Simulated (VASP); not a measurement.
**Cr: single point with r2SCAN**

The system is Cr.

```xyz
1
Lattice="-1.4149 1.4149 1.4149 1.4149 -1.4149 1.4149 1.4149 1.4149 -1.4149" Properties=species:S:1:pos:R:3 pbc="T T T"
Cr    0.0000    0.0000    0.0000
```

- Program: VASP 6.6.1
- Task: single point
- Functional: r2SCAN
- Potentials or basis: VASP PAW PBE potentials, release 64 (Cr_pv)
- Cutoff: 520 eV
- k mesh: 15 × 15 × 15
- Occupations: fermi-dirac, width 0.01 eV
- Spin: collinear spin, ferromagnetic start
- Starting moments: [1.5] μB
- Dipole correction: no
- Further INCAR settings: ALGO = Normal; EDIFF = 1e-06; NBANDS = 16

```
Pressure                                              : 0.5 GPa
Band gap on the k mesh                                : zero (filled and empty bands overlap)
Net moment                                            : 0.00 μB per cell
Valence electrons inside the program's atomic spheres : Cr 11.32
```

Levels at points of the mesh, in eV from the Fermi level:
Spin up:
| k point | band 3 | band 4 | band 5 | band 6 | band 7 | band 8 | band 9 | band 10 |
| --- | --- | --- | --- | --- | --- | --- | --- | --- |
| (0.00, 0.00, 0.00) | -44.28 | -8.46 | -0.96 | -0.96 | -0.96 | 1.46 | 1.46 | 3.24 |
Spin down:
```csv
k point,band 4,band 5,band 6,band 7,band 8,band 9
"(0.00, 0.00, 0.00)",-8.46,-0.96,-0.96,-0.96,1.46,1.46
```

Wall time 99 s on 1 thread of AMD EPYC 7R13 Processor (Zen 3), on a shared host, peak memory 0.12 GiB.

Caveat: the PAW data sets were made with another functional, which shifts forces and pressure a little.
